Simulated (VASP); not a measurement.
# ZrTi3C4 (I4/mmm) in VASP: notebook

Runs on ZrTi3C4. Level: PBE. Tasks: single point.

All numbers are computed with VASP 6.6.1; they aren't measurements. Logs are shortened: lines on timing, memory, paths and dates and some standing lists are left out, and cuts for length are marked.

### 1 The cell of the first run

The structure is tetragonal, space group I4/mmm (No. 139). The conventional cell has a = 4.449 Å, b = 4.449 Å, c = 8.858 Å, α = 90.00°, β = 90.00°, γ = 90.00°. Zr (site symmetry 4/mmm) has 6 C at 2.22 to 2.27 Å within 2.9 Å. Ti (site symmetry 4/mmm) has 6 C at 2.16 to 2.22 Å within 2.9 Å. Ti (site symmetry -4m2) has 6 C at 2.21 to 2.22 Å within 2.9 Å. Within 2.9 Å of C (site symmetry 4mm) lie 5 Ti at 2.16 to 2.22 Å and 1 Zr at 2.27 Å. Within 2.9 Å of C (site symmetry mmm) lie 4 Ti at 2.21 to 2.22 Å and 2 Zr at 2.22 Å.

### 2 Single point, PBE

Contents of INCAR:

```
ALGO = Normal ; EDIFF = 1E-7
ENCUT = 520 ; GGA = PE
ISIF = 2 ; ISMEAR = 0
LASPH = T ; LCHARG = F
LREAL = F ; LWAVE = F
NBANDS = 42 ; NELM = 80
PREC = Accurate ; SIGMA = 0.1
```

Contents of KPOINTS:

```
k-points
0
Gamma
  12 12 12
```

Contents of POSCAR:

```
ZrTi3C4
1.0
   -2.2242579329      2.2242579329      4.4291168342
    2.2242579329     -2.2242579329      4.4291168342
    2.2242579329      2.2242579329     -4.4291168342
Zr Ti C
1 3 4
Direct
    0.5000000000      0.5000000000      0.0000000000
    0.0000000000      0.0000000000      0.0000000000
    0.7500000000      0.2500000000      0.5000000000
    0.2500000000      0.7500000000      0.5000000000
    0.2439418208      0.2439418208      0.0000000000
    0.0000000000      0.5000000000      0.5000000000
    0.7560581792      0.7560581792      0.0000000000
    0.5000000000      0.0000000000      0.5000000000
```

Potentials or basis: VASP PAW PBE potentials, release 64 (Zr_sv, Ti_sv, C).

Run with:

```sh
> cat potpaw_PBE.64/Zr_sv/POTCAR potpaw_PBE.64/Ti_sv/POTCAR potpaw_PBE.64/C/POTCAR > POTCAR
> mpirun -np 1 vasp_std > vasp.out
```

OUTCAR:

```text
EDIFF = 1E-7
   ENCUT = 520
   GGA = PE
   ISIF = 2
   ISMEAR = 0
   LASPH = T
   LREAL = F
   NELM = 80
   PREC = Accurate

 ion  position               nearest neighbor table
   1  0.500  0.500  0.000-   6 2.22   8 2.22   8 2.22   6 2.22   7 2.27   5 2.27   3 3.14   4 3.14
                             3 3.14   4 3.14   4 3.14   4 3.14   3 3.14   3 3.14   2 3.15   2 3.15
   2  0.000  0.000  0.000-   5 2.16   7 2.16   6 2.22   8 2.22   6 2.22   8 2.22   1 3.15   1 3.15
                             1 3.15   1 3.15
   3  0.750  0.250  0.500-   6 2.21   8 2.21   7 2.22   5 2.22   7 2.22   5 2.22   1 3.14   1 3.14
                             1 3.14   1 3.14
   4  0.250  0.750  0.500-   6 2.21   8 2.21   7 2.22   5 2.22   7 2.22   5 2.22   1 3.14   1 3.14
                             1 3.14   1 3.14
   5  0.244  0.244  0.000-   2 2.16   4 2.22   3 2.22   3 2.22   4 2.22   1 2.27
   6  0.000  0.500  0.500-   3 2.21   4 2.21   1 2.22   2 2.22   2 2.22   1 2.22
   7  0.756  0.756  0.000-   2 2.16   3 2.22   4 2.22   3 2.22   4 2.22   1 2.27
   8  0.500  0.000  0.500-   3 2.21   4 2.21   1 2.22   2 2.22   1 2.22   2 2.22

  LATTYP: Found a body centered tetragonal cell.
 ALAT       =     4.4485158658
 C/A-ratio  =     1.9912784254

  Lattice vectors:

 A1 = (  -2.2242579329,   2.2242579329,   4.4291168342)
 A2 = (   2.2242579329,  -2.2242579329,   4.4291168342)
 A3 = (   2.2242579329,   2.2242579329,  -4.4291168342)

Analysis of symmetry for initial positions (statically):
=====================================================================
 Subroutine PRICEL returns:
 Original cell was already a primitive cell.

 Routine SETGRP: Setting up the symmetry group for a
 body centered tetragonal supercell.

 Subroutine GETGRP returns: Found 16 space group operations
 (whereof 16 operations were pure point group operations)
 out of a pool of 16 trial point group operations.

The static configuration has the point symmetry D_4h.

Analysis of symmetry for dynamics (positions and initial velocities):
=====================================================================
 Subroutine PRICEL returns:
 Original cell was already a primitive cell.

 Routine SETGRP: Setting up the symmetry group for a
 body centered tetragonal supercell.

 Subroutine GETGRP returns: Found 16 space group operations
 (whereof 16 operations were pure point group operations)
 out of a pool of 16 trial point group operations.

The dynamic configuration has the point symmetry D_4h.

 Subroutine INISYM returns: Found 16 space group operations
 (whereof 16 operations are pure point group operations),
[... 109 lines left out ...]
   LREAL  =      F    real-space projection
   EDIFFG = 0.1E-05   stopping-criterion for IOM
   NSW    =      0    number of steps for IOM
   IBRION =     -1    ionic relax: 0-MD 1-quasi-New 2-CG
   NFREE  =      0    steps in history (QN), initial steepest desc. (CG)
   ISIF   =      2    stress and relaxation
   ISYM   =      2    0-nonsym 1-usesym 2-fastsym
   POTIM  = 0.5000    time-step for ionic-motion
   TEBEG  =    0.0;   TEEND  =   0.0 temperature during run
   PSTRESS=    0.0 pullay stress
   NELECT =      64.0000    total number of electrons
   NUPDOWN=      -1.0000    fix difference up-down
   EMIN   =  10.00;   EMAX   =-10.00  energy-range for DOS
   EFERMI =   0.00;   METHOD = LEGACY
   ISMEAR =     0;   SIGMA  =   0.10  broadening in eV -4-tet -1-fermi 0-gaus
   EFERMI_NEDOS =   21; number of points for ismear=-14 and -15
   IALGO  =     38    algorithm
   IMIX   =      4    mixing-type and parameters
     AMIX     =   0.40;   BMIX     =  1.00
     AMIX_MAG =   1.60;   BMIX_MAG =  1.00
  volume/ion in A,a.u.               =      10.96        73.94
  Fermi-wavevector in a.u.,A,eV,Ry     =   1.474186  2.785808 29.568521  2.173225
  Thomas-Fermi vector in A             =   2.588988
   LORBIT       =      0    0 simple, 1 ext, 2 COOP (PROOUT), +10 PAW based schemes
   GGA     = PE    functional components
   LHFCALC =     F    Hartree Fock is set to
   AEXX    =    0.0000 exact exchange contribution
   IVDW    =     0    specifies the selected vdW correction
   LEPSILON=     F    determine dielectric tensor
   LRPA    =     F    only Hartree local field effects (RPA)
 non-spin polarized calculation
 Gauss-broadening in eV      SIGMA  =   0.10
  energy-cutoff  :      520.00
  volume of cell :       87.65
 maximum number of plane-waves:      2397
   NGX = 21   NGY = 21   NGZ = 21

 number of electron      63.9999991 magnetization

 Free energy of the ion-electron system (eV)
  ---------------------------------------------------
  ext. energy  EPLUGINS =         0.00000000
  ---------------------------------------------------
  free energy    TOTEN  =       -75.04896563 eV

  energy without entropy =      -75.04198439  energy(sigma->0) =      -75.04547501

 E-fermi :   9.3758     XC(G=0): -12.4862

 val. band max:        9.3741866502   @ k =  -0.0833  -0.0833   0.0833
 cond. band min:       9.3809722776   @ k =  -0.1667   0.1667   0.1667
 fundamental gap:      0.0067856274
 Fermi energy:         9.3758127731

 k-point     1 :       0.0000    0.0000    0.0000
  band No.  band energies     occupation
      1     -47.3833      2.00000
      2     -47.3436      2.00000
      3     -47.2669      2.00000
      4     -38.1728      2.00000
      5     -23.7216      2.00000
      6     -23.7110      2.00000
[... 1069 lines left out ...]
     41      12.7233      0.00000
     42      13.3352      0.00000

 [... further k-points ...]
[... 5 lines left out ...]
  --------------------------------------------------------------------------------------
  -------------------------------------------------------------------------------------
  Total        0.1463794      0.1463794      0.1746572      0.0000000      0.0000000      0.0000000
  in kB        2.6757344      2.6757344      3.1926383      0.0000000      0.0000000      0.0000000
  external PRESSURE =       2.8480357 kB  Pullay stress =       0.0000000 kB

 VOLUME and BASIS-vectors are now :
 -----------------------------------------------------------------------------
  energy-cutoff  :      520.00
  volume of cell :       87.65
      direct lattice vectors                 reciprocal lattice vectors
    -2.224257933  2.224257933  4.429116834     0.000000000  0.224794073  0.112889323
     2.224257933 -2.224257933  4.429116834     0.224794073  0.000000000  0.112889323
     2.224257933  2.224257933 -4.429116834     0.224794073  0.224794073  0.000000000

 POSITION                                       TOTAL-FORCE (eV/Angst)
 -----------------------------------------------------------------------------------
      0.00000      0.00000      4.42912        -0.000000     -0.000000     -0.000000
      0.00000      0.00000      0.00000        -0.000000     -0.000000     -0.000000
      0.00000      2.22426      2.21456        -0.000000     -0.000000     -0.000000
      2.22426      0.00000      2.21456        -0.000000     -0.000000      0.000000
      0.00000      0.00000      2.16089        -0.000000     -0.000000     -0.002328
      2.22426      0.00000      0.00000        -0.000000     -0.000000     -0.000000
      0.00000      0.00000      6.69734         0.000000      0.000000      0.002328
      0.00000      2.22426      0.00000        -0.000000     -0.000000     -0.000000
 -----------------------------------------------------------------------------------
    total drift:                               -0.000000     -0.000000      0.000000

  FREE ENERGIE OF THE ION-ELECTRON SYSTEM (eV)
  ---------------------------------------------------
  free  energy   TOTEN  =       -75.0489656297 eV

  energy  without entropy=      -75.0419843856  energy(sigma->0) =      -75.04547501
```

Run time: 18 min. Hardware: 1 thread of Intel Xeon Platinum 8375C at 2.90GHz (Ice Lake), shared host; peak memory 0.62 GiB.

What came out:

```yaml
Free_energy: -75.0490 eV
Pressure: 0.3 GPa
Band_gap_on_the_k_mesh: zero (bands 32 and 33 overlap by 1.07 eV)
```

Forces on the atoms (eV/Å):
```
Zr   0.000  0.000  0.000
Ti   0.000  0.000  0.000
Ti   0.000  0.000  0.000
Ti   0.000  0.000  0.000
C    0.000  0.000 -0.002
C    0.000  0.000  0.000
C    0.000  0.000  0.002
C    0.000  0.000  0.000
```

Levels at points of the mesh, in eV from the Fermi level:
```csv
k point,band 30,band 31,band 32,band 33,band 34,band 35
"(0.00, 0.00, 0.00)",0.03,0.71,0.71,0.74,1.39,1.39
"(0.50, 0.00, 0.00)",-1.72,-1.71,-1.55,1.07,1.18,2.27
"(0.50, 0.50, 0.00)",-2.53,-2.42,-2.23,1.88,2.30,2.69
"(0.50, 0.50, 0.50)",-0.48,-0.43,-0.43,-0.30,0.12,0.12
```

### 3 Single point, PBE, collinear spin

Contents of INCAR:

```
ALGO     = Normal         # electronic algorithm
EDIFF    = 1E-6           # SCF threshold, eV
ENCUT    = 520            # plane-wave cutoff, eV
GGA      = PE             # functional
ISIF     = 2              # what is computed and relaxed
ISMEAR   = 0              # smearing method
ISPIN    = 2              # spin polarisation
LASPH    = T              # aspherical terms in the spheres
LCHARG   = F              # write CHGCAR
LMAXMIX  = 4              # l up to which the mixer works
LORBIT   = 11             # projections on sites
LREAL    = F              # projectors in reciprocal space
LWAVE    = F              # write WAVECAR
MAGMOM   = 1 1 1 1 0 0 0 0 # initial moments
NBANDS   = 46             # bands
NELM     = 150            # most SCF steps
PREC     = Accurate       # precision mode
SIGMA    = 0.1            # smearing width, eV
```

Contents of KPOINTS:

```
k-points
0
Gamma
  6 6 6
```

Contents of POSCAR:

```
ZrTi3C4
1.0
   -2.2248556250      2.2248556250      4.4296601052
    2.2248556250     -2.2248556250      4.4296601052
    2.2248556250      2.2248556250     -4.4296601052
Zr Ti C
1 3 4
Direct
    0.5000000000      0.5000000000      0.0000000000
    0.0000000000      0.0000000000      0.0000000000
    0.7500000000      0.2500000000      0.5000000000
    0.2500000000      0.7500000000      0.5000000000
    0.2439552309      0.2439552309      0.0000000000
    0.0000000000      0.5000000000      0.5000000000
    0.7560447691      0.7560447691      0.0000000000
    0.5000000000      0.0000000000      0.5000000000
```

Potentials or basis: VASP PAW PBE potentials, release 64 (Zr_sv, Ti_sv, C).

Run with:

```sh
> cat potpaw_PBE.64/Zr_sv/POTCAR potpaw_PBE.64/Ti_sv/POTCAR potpaw_PBE.64/C/POTCAR > POTCAR
> mpirun -np 1 vasp_std > vasp.out
```

It took 7.1 min on 1 thread of Intel Xeon Platinum 8375C at 2.90GHz (Ice Lake), shared host; peak memory 0.4 GiB.

Results (log left out):

| Quantity | Value |
| --- | --- |
| Free energy | -75.0621 eV |
| Pressure | 0.1 GPa |
| Largest force | 0.004 eV/Å |
| Band gap on the k mesh | zero (filled and empty bands overlap) |
| Net moment | 0.00 μB per cell |
| Valence electrons inside the program's atomic spheres | Zr 10.06; Ti 10.32, 10.29 (each value once); C 2.37, 2.40 (each value once) |

Forces on the atoms (eV/Å):
```
Zr   0.000  0.000  0.000
Ti   0.000  0.000  0.000
Ti   0.000  0.000  0.000
Ti   0.000  0.000  0.000
C    0.000  0.000 -0.004
C    0.000  0.000  0.000
C    0.000  0.000  0.004
C    0.000  0.000  0.000
```

Levels at points of the mesh, in eV from the Fermi level:
Spin up:
| k point | band 28 | band 29 | band 30 | band 31 | band 32 | band 33 | band 34 | band 35 | band 36 | band 37 |
| --- | --- | --- | --- | --- | --- | --- | --- | --- | --- | --- |
| (0.00, 0.00, 0.00) | -1.64 | 0.02 | 0.02 | 0.70 | 0.70 | 0.73 | 1.39 | 1.39 | 1.40 | 1.69 |
| (0.50, 0.00, 0.00) | -2.19 | -1.92 | -1.73 | -1.72 | -1.56 | 1.06 | 1.17 | 2.27 | 2.39 | 2.54 |
| (0.50, 0.50, 0.00) | -2.79 | -2.76 | -2.54 | -2.42 | -2.24 | 1.88 | 2.30 | 2.68 | 2.80 | 2.84 |
| (0.50, 0.50, 0.50) | -0.57 | -0.49 | -0.49 | -0.44 | -0.44 | -0.31 | 0.11 | 0.11 | 0.24 | 1.94 |
Spin down:
```csv
k point,band 29,band 30,band 31,band 32,band 33,band 34,band 35,band 36
"(0.00, 0.00, 0.00)",0.02,0.02,0.70,0.70,0.73,1.39,1.39,1.40
"(0.50, 0.00, 0.00)",-1.92,-1.73,-1.72,-1.56,1.06,1.17,2.27,2.39
"(0.50, 0.50, 0.00)",-2.76,-2.54,-2.42,-2.24,1.88,2.30,2.68,2.80
"(0.50, 0.50, 0.50)",-0.49,-0.49,-0.44,-0.44,-0.31,0.11,0.11,0.24
```
